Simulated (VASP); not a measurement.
# Sr3Mg (P-6m2) in VASP: single point with LDA

Aim: the single point of Sr3Mg with LDA.

All numbers are computed with VASP 6.6.1; they aren't measurements. Logs are shortened: lines on timing, memory, paths and dates and some standing lists are left out, and cuts for length are marked.

**1. The cell of the first run**

The structure is hexagonal, space group P-6m2 (No. 187). The conventional cell has a = 4.208 Å, b = 4.208 Å, c = 12.373 Å, α = 90.00°, β = 90.00°, γ = 120.00°. Within 5.5 Å of Sr (site symmetry -6m2) lie 12 Sr at 4.21 to 4.28 Å. Within 4.7 Å of Sr (site symmetry 3m) lie 3 Mg at 3.61 Å and 9 Sr at 4.21 to 4.28 Å. Within 4.7 Å of Mg (site symmetry -6m2) lie 6 Sr at 3.61 Å and 6 Mg at 4.21 Å.

**2. Single point, LDA**

The input, INCAR:

```
SYSTEM = Sr3Mg
  PREC = Accurate
  ENCUT = 520
  EDIFF = 1E-7
  ISMEAR = -1
  SIGMA = 0.15
  LREAL = .FALSE.
  LASPH = .TRUE.
  NELM = 100
  ALGO = Normal
  ISIF = 2
  LWAVE = .FALSE.
  LCHARG = .TRUE.
  LELF = .TRUE.
  LVHAR = .TRUE.
  NBANDS = 24
```

The input, KPOINTS:

```
regular mesh
0
G
  7 7 2
  0 0 0
```

The input, POSCAR:

```
Sr3Mg
1.0
    4.2078350000      0.0000000000      0.0000000000
   -2.1039180000      3.6440920000      0.0000000000
    0.0000000000      0.0000000000     12.3733480000
Sr Mg
3 1
Direct
    0.6666666667      0.3333333333      0.0000000000
    0.0000000000      0.0000000000      0.2847300000
    0.0000000000      0.0000000000      0.7152700000
    0.6666666667      0.3333333333      0.5000000000
```

Potentials or basis: VASP PAW LDA potentials, release 64 (Sr_sv, Mg).

Command:

```bash
$ cat potpaw_LDA.64/Sr_sv/POTCAR potpaw_LDA.64/Mg/POTCAR > POTCAR
$ mpirun -np 1 vasp_std > vasp.out
```

OUTCAR:

```text
SYSTEM = Sr3Mg
   PREC = Accurate
   ENCUT = 520
   EDIFF = 1E-7
   ISMEAR = -1
   LREAL = .FALSE.
   LASPH = .TRUE.
   NELM = 100
   ISIF = 2

 ion  position               nearest neighbor table
   1  0.667  0.333  0.000-   2 4.28   3 4.28   2 4.28   3 4.28   2 4.28   3 4.28
   2  0.000  0.000  0.285-   4 3.61   4 3.61   4 3.61   1 4.28   1 4.28   1 4.28
   3  0.000  0.000  0.715-   4 3.61   4 3.61   4 3.61   1 4.28   1 4.28   1 4.28
   4  0.667  0.333  0.500-   2 3.61   3 3.61   2 3.61   3 3.61   2 3.61   3 3.61

  LATTYP: Found a hexagonal cell.
 ALAT       =     4.2078350000
 C/A-ratio  =     2.9405497126

  Lattice vectors:

 A1 = (   4.2078350000,   0.0000000000,   0.0000000000)
 A2 = (  -2.1039180000,   3.6440920000,   0.0000000000)
 A3 = (   0.0000000000,   0.0000000000,  12.3733480000)

Analysis of symmetry for initial positions (statically):
=====================================================================
 Subroutine PRICEL returns:
 Original cell was already a primitive cell.

 Routine SETGRP: Setting up the symmetry group for a
 hexagonal supercell.

 Subroutine GETGRP returns: Found 12 space group operations
 (whereof 12 operations were pure point group operations)
 out of a pool of 24 trial point group operations.

The static configuration has the point symmetry D_3h.

Analysis of symmetry for dynamics (positions and initial velocities):
=====================================================================
 Subroutine PRICEL returns:
 Original cell was already a primitive cell.

 Routine SETGRP: Setting up the symmetry group for a
 hexagonal supercell.

 Subroutine GETGRP returns: Found 12 space group operations
 (whereof 12 operations were pure point group operations)
 out of a pool of 24 trial point group operations.

The dynamic configuration has the point symmetry D_3h.

 Subroutine INISYM returns: Found 12 space group operations
 (whereof 12 operations are pure point group operations),
 and found     1 'primitive' translations

----------------------------------------------------------------------------------------

                                     Primitive cell

  volume of cell :     189.7297

  direct lattice vectors                    reciprocal lattice vectors
     4.207835000  0.000000000  0.000000000     0.237651904  0.137208424  0.000000000
    -2.103918000  3.644092000  0.000000000     0.000000000  0.274416782  0.000000000
     0.000000000  0.000000000 12.373348000     0.000000000  0.000000000  0.080818870

  length of vectors
     4.207835000  4.207835246 12.373348000     0.274416798  0.274416782  0.080818870

  position of ions in fractional coordinates (direct lattice)
     0.666666667  0.333333333  0.000000000
     0.000000000  0.000000000  0.284730000
     0.000000000  0.000000000  0.715270000
     0.666666667  0.333333333  0.500000000

  ion indices of the primitive-cell ions
   primitive index   ion index
                 1           1
                 2           2
                 3           3
                 4           4

----------------------------------------------------------------------------------------

 KPOINTS: regular mesh

Automatic generation of k-mesh.
 Grid dimensions read from file:
 generate k-points for:    7    7    2

 Generating k-lattice:

  Cartesian coordinates                     Fractional coordinates (reciprocal lattice)
     0.033950272  0.019601203  0.000000000     0.142857143  0.000000000  0.000000000
     0.000000000  0.039202397  0.000000000     0.000000000  0.142857143  0.000000000
     0.000000000  0.000000000  0.040409435     0.000000000  0.000000000  0.500000000

  Length of vectors
     0.039202400  0.039202397  0.040409435

  Shift w.r.t. Gamma in fractional coordinates (k-lattice)
     0.000000000  0.000000000  0.000000000

 Subroutine IBZKPT returns following result:
 ===========================================

 Found     16 irreducible k-points:

 Following reciprocal coordinates:
            Coordinates               Weight
  0.000000  0.000000  0.000000      1.000000
  0.142857  0.000000  0.000000      6.000000
  0.285714 -0.000000  0.000000      6.000000
  0.428571  0.000000  0.000000      6.000000
  0.142857  0.142857  0.000000      6.000000
  0.285714  0.142857  0.000000     12.000000
[... 8 lines left out ...]
  0.428571  0.142857  0.500000      6.000000
  0.285714  0.285714  0.500000      6.000000
   k-points           NKPTS =     16   k-points in BZ     NKDIM =     16   number of bands    NBANDS=     24
   number of dos      NEDOS =    301   number of ions     NIONS =      4
   total plane-waves  NPLWV =  98304
   dimension x,y,z NGX =    32 NGY =   32 NGZ =   96
   dimension x,y,z NGXF=    64 NGYF=   64 NGZF=  192
   ions per type =               3   1
   NGX,Y,Z   is equivalent  to a cutoff of  12.64, 12.64, 12.90 a.u.
   NGXF,Y,Z  is equivalent  to a cutoff of  25.29, 25.29, 25.80 a.u.
 SYSTEM =  Sr3Mg
   PREC   = accura    normal or accurate (medium, high low for compatibility)
   ISTART =      0    job   : 0-new  1-cont  2-samecut
   ICHARG =      2    charge: 1-file 2-atom 10-const
   ISPIN  =      1    spin polarized calculation?
   LNONCOLLINEAR =      F non collinear calculations
   LSORBIT =      F    spin-orbit coupling
   LASPH  =      T    aspherical Exc in radial PAW
   ENCUT  =  520.0 eV  38.22 Ry    6.18 a.u.   7.82  7.82 23.01*2*pi/ulx,y,z
   NELM   =    100;   NELMIN=  2; NELMDL= -5     # of ELM steps
   EDIFF  = 0.1E-06   stopping-criterion for ELM
   LREAL  =      F    real-space projection
   EDIFFG = 0.1E-05   stopping-criterion for IOM
   NSW    =      0    number of steps for IOM
   IBRION =     -1    ionic relax: 0-MD 1-quasi-New 2-CG
   NFREE  =      0    steps in history (QN), initial steepest desc. (CG)
   ISIF   =      2    stress and relaxation
   ISYM   =      2    0-nonsym 1-usesym 2-fastsym
   POTIM  = 0.5000    time-step for ionic-motion
   TEBEG  =    0.0;   TEEND  =   0.0 temperature during run
   PSTRESS=    0.0 pullay stress
   NELECT =      32.0000    total number of electrons
   NUPDOWN=      -1.0000    fix difference up-down
   EMIN   =  10.00;   EMAX   =-10.00  energy-range for DOS
   EFERMI =   0.00;   METHOD = LEGACY
   ISMEAR =    -1;   SIGMA  =   0.15  broadening in eV -4-tet -1-fermi 0-gaus
   EFERMI_NEDOS =   21; number of points for ismear=-14 and -15
   IALGO  =     38    algorithm
   IMIX   =      4    mixing-type and parameters
     AMIX     =   0.40;   BMIX     =  1.00
     AMIX_MAG =   1.60;   BMIX_MAG =  1.00
  volume/ion in A,a.u.               =      47.43       320.09
  Fermi-wavevector in a.u.,A,eV,Ry     =   0.904509  1.709275 11.131432  0.818137
  Thomas-Fermi vector in A             =   2.027965
   LORBIT       =      0    0 simple, 1 ext, 2 COOP (PROOUT), +10 PAW based schemes
   GGA     = CA    functional components
   LHFCALC =     F    Hartree Fock is set to
   AEXX    =    0.0000 exact exchange contribution
   IVDW    =     0    specifies the selected vdW correction
   LEPSILON=     F    determine dielectric tensor
   LRPA    =     F    only Hartree local field effects (RPA)
 non-spin polarized calculation
  energy-cutoff  :      520.00
  volume of cell :      189.73
 maximum number of plane-waves:      5128
 NGX is ok and might be reduce to    32
   NGX = 15   NGY = 15   NGZ = 47

 number of electron      32.0000000 magnetization

 Free energy of the ion-electron system (eV)
  ---------------------------------------------------
  ext. energy  EPLUGINS =         0.00000000
  ---------------------------------------------------
  free energy    TOTEN  =        -7.35456079 eV

  energy without entropy =       -7.01342925  energy(sigma->0) =       -7.18399502

 E-fermi :   1.3938     XC(G=0):  -7.6765

 val. band max:        1.3657184165   @ k =   0.2857   0.2857   0.5000
 cond. band min:       1.4298013463   @ k =   0.1429   0.1429   0.0000
 fundamental gap:      0.0640829299
 Fermi energy:         1.3937535353

 k-point     1 :       0.0000    0.0000    0.0000
  band No.  band energies     occupation
      1     -34.9579      2.00000
      2     -34.8084      2.00000
      3     -34.8084      2.00000
      4     -17.0815      2.00000
      5     -16.9572      2.00000
      6     -16.9572      2.00000
[... 16 lines left out ...]
     23       3.8433      0.00000
     24       3.9497      0.00000

 k-point     2 :       0.1429    0.0000    0.0000
  band No.  band energies     occupation
      1     -34.9557      2.00000
      2     -34.8062      2.00000
      3     -34.8062      2.00000
      4     -17.0733      2.00000
      5     -16.9952      2.00000
      6     -16.9654      2.00000
[... 16 lines left out ...]
     23       3.9015      0.00000
     24       4.0887      0.00000

 k-point     3 :       0.2857   -0.0000    0.0000
  band No.  band energies     occupation
      1     -34.9507      2.00000
      2     -34.8012      2.00000
      3     -34.8012      2.00000
      4     -17.0722      2.00000
      5     -17.0564      2.00000
      6     -16.9838      2.00000
[... 16 lines left out ...]
     23       4.0437      0.00000
     24       4.1569      0.00000

 k-point     4 :       0.4286    0.0000    0.0000
  band No.  band energies     occupation
      1     -34.9467      2.00000
      2     -34.7972      2.00000
      3     -34.7972      2.00000
      4     -17.1319      2.00000
      5     -17.0507      2.00000
      6     -16.9985      2.00000
[... 16 lines left out ...]
     23       3.8526      0.00000
     24       3.9416      0.00000

 k-point     5 :       0.1429    0.1429    0.0000
  band No.  band energies     occupation
      1     -34.9521      2.00000
      2     -34.8026      2.00000
      3     -34.8026      2.00000
      4     -17.0605      2.00000
      5     -17.0462      2.00000
      6     -16.9845      2.00000
[... 235 lines left out ...]
 k-point    14 :       0.2857    0.1429    0.5000
  band No.  band energies     occupation
      1     -34.9475      2.00000
      2     -34.7981      2.00000
      3     -34.7980      2.00000
      4     -17.1040      2.00000
      5     -17.0482      2.00000
      6     -17.0117      2.00000
[... 16 lines left out ...]
     23       3.2952      0.00001
     24       4.1330      0.00000

 k-point    15 :       0.4286    0.1429    0.5000
  band No.  band energies     occupation
      1     -34.9455      2.00000
      2     -34.7961      2.00000
      3     -34.7960      2.00000
      4     -17.1292      2.00000
      5     -17.0466      2.00000
      6     -17.0237      2.00000
[... 16 lines left out ...]
     23       3.1427      0.00002
     24       4.0753      0.00000

 k-point    16 :       0.2857    0.2857    0.5000
  band No.  band energies     occupation
      1     -34.9450      2.00000
      2     -34.7956      2.00000
      3     -34.7955      2.00000
      4     -17.1051      2.00000
      5     -17.0583      2.00000
      6     -17.0400      2.00000
[... 16 lines left out ...]
     23       2.7315      0.00027
     24       3.8939      0.00000

------------------------ aborting loop because EDIFF is reached ----------------------------------------

  FORCE on cell =-STRESS in cart. coord.  units (eV):
  Direction    XX          YY          ZZ          XY          YZ          ZX
  --------------------------------------------------------------------------------------
  -------------------------------------------------------------------------------------
  Total       -1.5602693     -1.5602693     -1.6833190      0.0000002      0.0000000      0.0000000
  in kB      -13.1757357    -13.1757357    -14.2148326      0.0000018      0.0000000      0.0000000
  external PRESSURE =     -13.5221013 kB  Pullay stress =       0.0000000 kB

 VOLUME and BASIS-vectors are now :
 -----------------------------------------------------------------------------
  energy-cutoff  :      520.00
  volume of cell :      189.73
      direct lattice vectors                 reciprocal lattice vectors
     4.207835000  0.000000000  0.000000000     0.237651904  0.137208424  0.000000000
    -2.103918000  3.644092000  0.000000000     0.000000000  0.274416782  0.000000000
     0.000000000  0.000000000 12.373348000     0.000000000  0.000000000  0.080818870

 POSITION                                       TOTAL-FORCE (eV/Angst)
 -----------------------------------------------------------------------------------
      2.10392      1.21470      0.00000         0.000000      0.000000      0.000000
      0.00000      0.00000      3.52306         0.000000     -0.000000     -0.003473
      0.00000      0.00000      8.85028         0.000000     -0.000000      0.003473
      2.10392      1.21470      6.18667        -0.000000      0.000000      0.000000
 -----------------------------------------------------------------------------------
    total drift:                               -0.000000      0.000000     -0.000000

  FREE ENERGIE OF THE ION-ELECTRON SYSTEM (eV)
  ---------------------------------------------------
  free  energy   TOTEN  =        -7.3545607896 eV

  energy  without entropy=       -7.0134292489  energy(sigma->0) =       -7.18399502
```

It took 52 s on 1 thread of Intel Xeon Platinum 8488C (Sapphire Rapids), shared host; peak memory 0.27 GiB.

Results:

```yaml
Free_energy: -7.3546 eV
Pressure: -1.4 GPa
Largest_force: 0.003 eV/Å
Band_gap_on_the_k_mesh: zero (bands 16 and 17 overlap by 0.11 eV)
```

Forces in eV/Å, atoms in the order of the input:
```
Sr   0.000  0.000  0.000
Sr   0.000  0.000 -0.003
Sr   0.000  0.000  0.003
Mg   0.000  0.000  0.000
```

The gap in the log of VASP goes by the Fermi energy; the results here count the filled bands.